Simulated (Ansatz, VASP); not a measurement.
# Hg in VASP and in Ansatz

```xyz
3
Lattice="4.5551 0.0000 0.0000 -2.2775 3.9448 0.0000 0.0000 0.0000 3.8829" Properties=species:S:1:pos:R:3 pbc="T T T"
Hg    0.0000    2.6299    1.9414
Hg    0.0000    0.0000    0.0000
Hg    2.2775    1.3149    1.9414
```

Change from the starting cell: volume scaled by 1.01, PAW files.

Alike in both runs: task electric field gradients; functional PBEsol; k mesh 8 × 8 × 9; occupations fermi-dirac, width 0.05 eV; no spin polarisation.

|  | VASP | Ansatz |
| --- | --- | --- |
| version | VASP 6.6.1 | Ansatz 0.2.0 |
| potentials or method | VASP PAW PBE potentials, release 64 (Hg_sv_GW) | PAW with Ansatz's default frozen-core files, scalar-relativistic |
| plane-wave cutoff (eV) | 410 | 420 |
| valence electrons in the cell | 60 | 60 |

VASP gave:

* size of Vzz on the site where it differs most (V/Å²): 282.5

**Question.** Estimate Ansatz's values.

**Answer.** Size of Vzz on the site where it differs most (V/Å²): 254.9.

VASP's potentials were made for PBE, not for PBEsol. With one functional, cell and mesh, what is left measures potentials, basis and numerics.

Neither program's run includes spin-orbit coupling.
